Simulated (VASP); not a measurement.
# Nb16H2C in VASP: single point with PBE+D3(BJ)

Aim: the single point of Nb16H2C with PBE+D3(BJ).

Program: VASP 6.6.1. These are calculated values, not measurements. Logs are shortened: lines on timing, memory, paths and dates and some standing lists are left out, and cuts for length are marked.

### Step 1. The cell of the first run

The cell holds a slab with vacuum, 19 atoms: a = 6.600 Å, b = 6.600 Å, c = 17.950 Å, α = 90.00°, β = 90.00°, γ = 90.00°.

### Step 2. Single point, PBE+D3(BJ)

Input file INCAR:

```
ALGO = Normal ; EDIFF = 1E-6
ENCUT = 520 ; GGA = PE
ISIF = 2 ; ISMEAR = 0
IVDW = 12 ; LASPH = True
LCHARG = True ; LELF = True
LREAL = Auto ; LVHAR = True
LWAVE = False ; NBANDS = 122
NELM = 80 ; PREC = Accurate
SIGMA = 0.1
```

Input file KPOINTS:

```
k-points
0
Gamma
  3 3 1
```

Input file POSCAR:

```
Nb16H2C
1.0
    6.6000000000      0.0000000000      0.0000000000
    0.0000000000      6.6000000000      0.0000000000
    0.0000000000      0.0000000000     17.9500000000
Nb C H
16 1 2
Direct
    0.2500000000      0.2500000000      0.0557103000
    0.7500000000      0.2500000000      0.0557103000
    0.2500000000      0.7500000000      0.0557103000
    0.7500000000      0.7500000000      0.0557103000
    0.0000953236      0.0001263144      0.1375638410
    0.5004891638     -0.0009510470      0.1381220275
   -0.0000142362      0.5015076208      0.1373626898
    0.5002240366      0.5019734727      0.1379722248
    0.2538104740      0.2512193878      0.2278828370
    0.7469640058      0.2514185439      0.2282307650
    0.2526288682      0.7510023748      0.2299648633
    0.7479126618      0.7509122009      0.2303091081
    0.0016651794      0.0290136094      0.3100835543
    0.5006671616     -0.0207463997      0.3256407332
    0.0019689422      0.4781250300      0.3100299351
    0.4979507875      0.5230245533      0.3260987948
    0.5005972318     -0.2485592296      0.4106706265
    0.6412228940     -0.2525161080      0.4444501401
    0.3632815820     -0.2422122396      0.4461113804
```

Potentials or basis: VASP PAW PBE potentials, release 64 (Nb_sv, C, H).

The run is started by

```sh
> cat potpaw_PBE.64/Nb_sv/POTCAR potpaw_PBE.64/C/POTCAR potpaw_PBE.64/H/POTCAR > POTCAR
> mpirun -np 1 vasp_std > vasp.out
```

OUTCAR:

```text
EDIFF = 1E-6
   ENCUT = 520
   GGA = PE
   ISIF = 2
   ISMEAR = 0
   IVDW = 12
   LASPH = True
   LREAL = Auto
   NELM = 80
   PREC = Accurate
 IVDW          = 12

 ion  position               nearest neighbor table
   1  0.250  0.250  0.056-   5 2.76   7 2.76   6 2.77   8 2.77
   2  0.750  0.250  0.056-   5 2.76   7 2.76   6 2.76   8 2.77
   3  0.250  0.750  0.056-   7 2.75   8 2.75   5 2.76   6 2.76
   4  0.750  0.750  0.056-   7 2.75   8 2.75   6 2.76   5 2.76
   5  0.000  0.000  0.138-   1 2.76   2 2.76   3 2.76   4 2.76   9 2.86  10 2.86  11 2.87  12 2.87

   6  0.500  0.999  0.138-   4 2.76   3 2.76   2 2.76   1 2.77   9 2.83  10 2.83  11 2.84  12 2.84

   7  1.000  0.502  0.137-   4 2.75   3 2.75   2 2.76   1 2.76  10 2.86   9 2.86  11 2.87  12 2.87

   8  0.500  0.502  0.138-   4 2.75   3 2.75   2 2.77   1 2.77   9 2.83  10 2.83  11 2.85  12 2.85

   9  0.254  0.251  0.228-  13 2.66  15 2.68   8 2.83   6 2.83   7 2.86   5 2.86  16 2.99  14 2.99

  10  0.747  0.251  0.228-  13 2.67  15 2.69   8 2.83   6 2.83   7 2.86   5 2.86  14 2.99  16 3.00

  11  0.253  0.751  0.230-  16 2.80  14 2.81  15 2.84   6 2.84   8 2.85  13 2.86   5 2.87   7 2.87

  12  0.748  0.751  0.230-  14 2.80  16 2.82   6 2.84  15 2.85   8 2.85  13 2.87   5 2.87   7 2.87

  13  0.002  0.029  0.310-   9 2.66  10 2.67  11 2.86  12 2.87  15 2.96
  14  0.501  0.979  0.326-  17 2.14  12 2.80  11 2.81  10 2.99   9 2.99  16 3.01
  15  0.002  0.478  0.310-   9 2.68  10 2.69  11 2.84  12 2.85  13 2.96
  16  0.498  0.523  0.326-  17 2.14  11 2.80  12 2.82   9 2.99  10 3.00  14 3.01
  17  0.501  0.751  0.411-  19 1.11  18 1.11  16 2.14  14 2.14
  18  0.641  0.747  0.444-  17 1.11
  19  0.363  0.758  0.446-  17 1.11

  LATTYP: Found a simple tetragonal cell.
 ALAT       =     6.6000000000
 C/A-ratio  =     2.7196969697

  Lattice vectors:

 A1 = (   6.6000000000,   0.0000000000,   0.0000000000)
 A2 = (   0.0000000000,   6.6000000000,   0.0000000000)
 A3 = (   0.0000000000,   0.0000000000,  17.9500000000)

Analysis of symmetry for initial positions (statically):
=====================================================================
 Subroutine PRICEL returns:
 Original cell was already a primitive cell.

 Routine SETGRP: Setting up the symmetry group for a
 simple tetragonal supercell.

 Subroutine GETGRP returns: Found  1 space group operations
 (whereof  1 operations were pure point group operations)
 out of a pool of 16 trial point group operations.

The static configuration has the point symmetry C_1 .

Analysis of symmetry for dynamics (positions and initial velocities):
=====================================================================
 Subroutine PRICEL returns:
 Original cell was already a primitive cell.

 Routine SETGRP: Setting up the symmetry group for a
 simple tetragonal supercell.

 Subroutine GETGRP returns: Found  1 space group operations
 (whereof  1 operations were pure point group operations)
 out of a pool of 16 trial point group operations.

The dynamic configuration has the point symmetry C_1 .

 Subroutine INISYM returns: Found  1 space group operations
 (whereof  1 operations are pure point group operations),
 and found     1 'primitive' translations

----------------------------------------------------------------------------------------

                                     Primitive cell

  volume of cell :     781.9020

  direct lattice vectors                    reciprocal lattice vectors
     6.600000000  0.000000000  0.000000000     0.151515152  0.000000000  0.000000000
     0.000000000  6.600000000  0.000000000     0.000000000  0.151515152  0.000000000
     0.000000000  0.000000000 17.950000000     0.000000000  0.000000000  0.055710306

  length of vectors
     6.600000000  6.600000000 17.950000000     0.151515152  0.151515152  0.055710306

  position of ions in fractional coordinates (direct lattice)
     0.250000000  0.250000000  0.055710300
     0.750000000  0.250000000  0.055710300
     0.250000000  0.750000000  0.055710300
     0.750000000  0.750000000  0.055710300
     0.000095324  0.000126314  0.137563841
     0.500489164  0.999048953  0.138122028
[... 11 lines left out ...]
     0.641222894  0.747483892  0.444450140
     0.363281582  0.757787760  0.446111380

  ion indices of the primitive-cell ions
   primitive index   ion index
                 1           1
                 2           2
                 3           3
                 4           4
                 5           5
                 6           6
[... 11 lines left out ...]
                18          18
                19          19

----------------------------------------------------------------------------------------

 KPOINTS: k-points

Automatic generation of k-mesh.
 Grid dimensions read from file:
 generate k-points for:    3    3    1

 Generating k-lattice:

  Cartesian coordinates                     Fractional coordinates (reciprocal lattice)
     0.050505051  0.000000000  0.000000000     0.333333333  0.000000000  0.000000000
     0.000000000  0.050505051  0.000000000     0.000000000  0.333333333  0.000000000
     0.000000000  0.000000000  0.055710306     0.000000000  0.000000000  1.000000000

  Length of vectors
     0.050505051  0.050505051  0.055710306

  Shift w.r.t. Gamma in fractional coordinates (k-lattice)
     0.000000000  0.000000000  0.000000000

 Subroutine IBZKPT returns following result:
 ===========================================

 Found      5 irreducible k-points:

 Following reciprocal coordinates:
            Coordinates               Weight
  0.000000  0.000000  0.000000      1.000000
  0.333333  0.000000  0.000000      2.000000
  0.000000  0.333333  0.000000      2.000000
  0.333333  0.333333  0.000000      2.000000
 -0.333333  0.333333  0.000000      2.000000
   k-points           NKPTS =      5   k-points in BZ     NKDIM =      5   number of bands    NBANDS=    122
   number of dos      NEDOS =    301   number of ions     NIONS =     19
   total plane-waves  NPLWV = 350000
   dimension x,y,z NGX =    50 NGY =   50 NGZ =  140
   dimension x,y,z NGXF=   100 NGYF=  100 NGZF=  280
   ions per type =              16   1   2
   NGX,Y,Z   is equivalent  to a cutoff of  12.59, 12.59, 12.97 a.u.
   NGXF,Y,Z  is equivalent  to a cutoff of  25.19, 25.19, 25.93 a.u.
 SYSTEM =  unknown system
   PREC   = accura    normal or accurate (medium, high low for compatibility)
   ISTART =      0    job   : 0-new  1-cont  2-samecut
   ICHARG =      2    charge: 1-file 2-atom 10-const
   ISPIN  =      1    spin polarized calculation?
   LNONCOLLINEAR =      F non collinear calculations
   LSORBIT =      F    spin-orbit coupling
   LASPH  =      T    aspherical Exc in radial PAW
   ENCUT  =  520.0 eV  38.22 Ry    6.18 a.u.  12.27 12.27 33.38*2*pi/ulx,y,z
   NELM   =     80;   NELMIN=  2; NELMDL= -5     # of ELM steps
   EDIFF  = 0.1E-05   stopping-criterion for ELM
   LREAL  =      T    real-space projection
   EDIFFG = 0.1E-04   stopping-criterion for IOM
   NSW    =      0    number of steps for IOM
   IBRION =     -1    ionic relax: 0-MD 1-quasi-New 2-CG
   NFREE  =      0    steps in history (QN), initial steepest desc. (CG)
   ISIF   =      2    stress and relaxation
   ISYM   =      2    0-nonsym 1-usesym 2-fastsym
   POTIM  = 0.5000    time-step for ionic-motion
   TEBEG  =    0.0;   TEEND  =   0.0 temperature during run
   PSTRESS=    0.0 pullay stress
   NELECT =     214.0000    total number of electrons
   NUPDOWN=      -1.0000    fix difference up-down
   EMIN   =  10.00;   EMAX   =-10.00  energy-range for DOS
   EFERMI =   0.00;   METHOD = LEGACY
   ISMEAR =     0;   SIGMA  =   0.10  broadening in eV -4-tet -1-fermi 0-gaus
   EFERMI_NEDOS =   21; number of points for ismear=-14 and -15
   IALGO  =     38    algorithm
   IMIX   =      4    mixing-type and parameters
     AMIX     =   0.40;   BMIX     =  1.00
     AMIX_MAG =   1.60;   BMIX_MAG =  1.00
  volume/ion in A,a.u.               =      41.15       277.71
  Fermi-wavevector in a.u.,A,eV,Ry     =   1.062907  2.008603 15.371475  1.129772
  Thomas-Fermi vector in A             =   2.198374
   LORBIT       =      0    0 simple, 1 ext, 2 COOP (PROOUT), +10 PAW based schemes
   GGA     = PE    functional components
   LHFCALC =     F    Hartree Fock is set to
   AEXX    =    0.0000 exact exchange contribution
   IVDW    =    12    specifies the selected vdW correction
   LEPSILON=     F    determine dielectric tensor
   LRPA    =     F    only Hartree local field effects (RPA)
 non-spin polarized calculation
 Gauss-broadening in eV      SIGMA  =   0.10
  energy-cutoff  :      520.00
  volume of cell :      781.90
 maximum number of plane-waves:     21099
 NGX is ok and might be reduce to    50
   NGX = 25   NGY = 25   NGZ = 67

 number of electron     214.0000016 magnetization

 Free energy of the ion-electron system (eV)
  ---------------------------------------------------
  ext. energy  EPLUGINS =         0.00000000
  ---------------------------------------------------
  free energy    TOTEN  =      -166.33167886 eV

  energy without entropy =     -166.22137415  energy(sigma->0) =     -166.27652651

 E-fermi :   2.1869     XC(G=0):  -5.9859

 val. band max:        2.1826021200   @ k =   0.0000   0.0000   0.0000
 cond. band min:       2.2123649701   @ k =   0.3333   0.3333   0.0000
 fundamental gap:      0.0297628501
 Fermi energy:         2.1869316598

 k-point     1 :       0.0000    0.0000    0.0000
  band No.  band energies     occupation
      1     -52.8233      2.00000
      2     -52.7707      2.00000
      3     -52.7699      2.00000
      4     -52.7597      2.00000
      5     -52.7508      2.00000
      6     -52.7128      2.00000
[... 111 lines left out ...]
    118       3.3421      0.00000
    119       3.5236      0.00000

 k-point     2 :       0.3333    0.0000    0.0000
  band No.  band energies     occupation
      1     -52.8103      2.00000
      2     -52.7838      2.00000
      3     -52.7654      2.00000
      4     -52.7580      2.00000
      5     -52.7557      2.00000
      6     -52.7124      2.00000
[... 361 lines left out ...]
      2     -52.7772      2.00000
      3     -52.7764      2.00000
      4     -52.7627      2.00000
      5     -52.7549      2.00000
      6     -52.7155      2.00000
[... 111 lines left out ...]
    118       2.8874      0.00000
    119       2.9539      0.00000
 [bands above 119 left out]

------------------------ aborting loop because EDIFF is reached ----------------------------------------

 Edisp (eV)   -7.89658

 E8    (eV) :    -3.9659

  FORCE on cell =-STRESS in cart. coord.  units (eV):
  Direction    XX          YY          ZZ          XY          YZ          ZX
  --------------------------------------------------------------------------------------
  -------------------------------------------------------------------------------------
  Total     -13.53713   -13.79627    -0.74450    -0.02126    -0.06978    -0.02470
  in kB     -27.73863   -28.26962    -1.52554    -0.04357    -0.14299    -0.05062
  external pressure =      -19.18 kB  Pullay stress =        0.00 kB

 VOLUME and BASIS-vectors are now :
 -----------------------------------------------------------------------------
  energy-cutoff  :      520.00
  volume of cell :      781.90
      direct lattice vectors                 reciprocal lattice vectors
     6.600000000  0.000000000  0.000000000     0.151515152  0.000000000  0.000000000
     0.000000000  6.600000000  0.000000000     0.000000000  0.151515152  0.000000000
     0.000000000  0.000000000 17.950000000     0.000000000  0.000000000  0.055710306

 POSITION                                       TOTAL-FORCE (eV/Angst)
 -----------------------------------------------------------------------------------
      1.65000      1.65000      1.00000         0.078352     -0.000969     -0.103449
      4.95000      1.65000      1.00000        -0.075542      0.001424     -0.086634
      1.65000      4.95000      1.00000         0.183224      0.001844      0.125091
      4.95000      4.95000      1.00000        -0.184977      0.002305      0.142738
      0.00063      0.00083      2.46927         0.003070     -0.000489     -0.005135
      3.30323      6.59372      2.47929        -0.003385      0.003613     -0.007826
[... 11 lines left out ...]
      4.23207      4.93339      7.97788         0.006648     -0.000621      0.009168
      2.39766      5.00140      8.00770        -0.021726     -0.003486      0.010488
 -----------------------------------------------------------------------------------
    total drift:                                0.000359      0.000014      0.005669

  FREE ENERGIE OF THE ION-ELECTRON SYSTEM (eV)
  ---------------------------------------------------
  free  energy   TOTEN  =      -174.2282633956 eV

  energy  without entropy=     -174.1179586858  energy(sigma->0) =     -174.17311104
```

It took 44 min on 1 thread of AMD EPYC 7R43 (Zen 3), shared host; peak memory 0.82 GiB.

What came out:

* Free energy: -174.2283 eV
* Largest force: 0.234 eV/Å
* Band gap on the k mesh: zero (bands 107 and 108 overlap by 0.21 eV)
* Dispersion energy per atom: -0.416 eV

Forces on the atoms (eV/Å):
```
Nb   0.078 -0.001 -0.103
Nb  -0.076  0.001 -0.087
Nb   0.183  0.002  0.125
Nb  -0.185  0.002  0.143
Nb   0.003  0.000 -0.005
Nb  -0.003  0.004 -0.008
Nb   0.001  0.002 -0.002
Nb   0.001  0.003 -0.003
Nb   0.018  0.007  0.007
Nb  -0.006  0.006  0.000
Nb  -0.007  0.000  0.012
Nb   0.000  0.001 -0.002
Nb  -0.019 -0.016 -0.018
Nb   0.008 -0.010 -0.009
Nb   0.000 -0.004 -0.019
Nb   0.003  0.012 -0.020
C    0.015 -0.004 -0.031
H    0.007 -0.001  0.009
H   -0.022 -0.003  0.010
```
